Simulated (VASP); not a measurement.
Au: single point with PBEsol

Au:

```
Au
1.0
    -1.61808    1.61808    1.61808
     1.61808   -1.61808    1.61808
     1.61808    1.61808   -1.61808
Au
1
Direct
  0.00000 0.00000 0.00000
```

This isn't the form of Au at room conditions, which is fcc.

```yaml
Program: VASP 6.6.1
Task: single point
Functional: PBEsol
Potentials_or_basis: VASP PAW PBE potentials, release 64 (Au)
Cutoff: 520 eV
k_mesh: 18 × 18 × 18
Occupations: gaussian, width 0.1 eV
Spin: no spin polarisation
Dipole_correction: no
Further_INCAR_settings: ALGO = Normal; EDIFF = 1e-06; NBANDS = 12
```

```json
{
  "Pressure": "0.7 GPa",
  "Band gap on the k mesh": "zero (an odd number of electrons rules out a gap without spin polarisation)"
}
```

Levels at points of the mesh, in eV from the Fermi level:
| k point | band 3 | band 4 | band 5 | band 6 | band 7 | band 8 | band 9 | band 10 |
| --- | --- | --- | --- | --- | --- | --- | --- | --- |
| (0.00, 0.00, 0.00) | -4.92 | -4.92 | -2.95 | -2.95 | 16.48 | 16.48 | 16.48 | 24.40 |
| (0.50, 0.00, 0.00) | -3.10 | -2.74 | -1.38 | -0.74 | 3.57 | 12.33 | 13.90 | 21.90 |
| (0.50, 0.50, 0.50) | -1.77 | -1.77 | -1.77 | 6.24 | 6.24 | 6.24 | 9.75 | 16.05 |

Run time: 52 s on 1 thread of Intel Xeon 8259CL, with other jobs on the host, peak memory 0.17 GiB.

Caveat: the PAW data sets were made with another functional, which shifts forces and pressure a little; spin-orbit coupling is left out, which moves the levels of the heavy elements.
